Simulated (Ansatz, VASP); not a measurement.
## One calculation of Sn4H, two programs

```
CELL_PARAMETERS angstrom
-2.52034 2.52034 4.81922
2.52034 -2.52034 4.81922
2.52034 2.52034 -4.81922
ATOMIC_POSITIONS crystal
Sn 0.75000 0.25000 0.50000
Sn 0.25000 0.75000 0.50000
Sn 0.50000 0.00000 0.50000
Sn 0.00000 0.50000 0.50000
H 0.00000 0.00000 0.00000
```

Alike in both runs: task relaxation of cell and atoms; functional PBE; k mesh 5 × 5 × 5; occupations gaussian, width 0.2 eV; no spin polarisation.

|  | VASP | Ansatz |
| --- | --- | --- |
| version | VASP 6.6.1 | Ansatz 0.2.0 |
| potentials or method | VASP PAW PBE potentials, release 64 (Sn_d, H), cutoff 600 eV | scalar-relativistic, plane waves, PAW |
| valence electrons in the cell | 57 | 57 |

Ansatz gave:

* gap on the k mesh at the Fermi level, each at its own relaxed structure (eV): none
* relaxed volume (Å³/atom): 24.48
* relaxed cell length with the largest relative difference (Å): 6.897

Task: Estimate VASP's values.

Result: gap on the k mesh at the Fermi level, each at its own relaxed structure (eV): none; relaxed volume (Å³/atom): 24.53; relaxed cell length with the largest relative difference (Å): 6.923.

A gap of «none» marks a metal or a gap that the smearing closes.
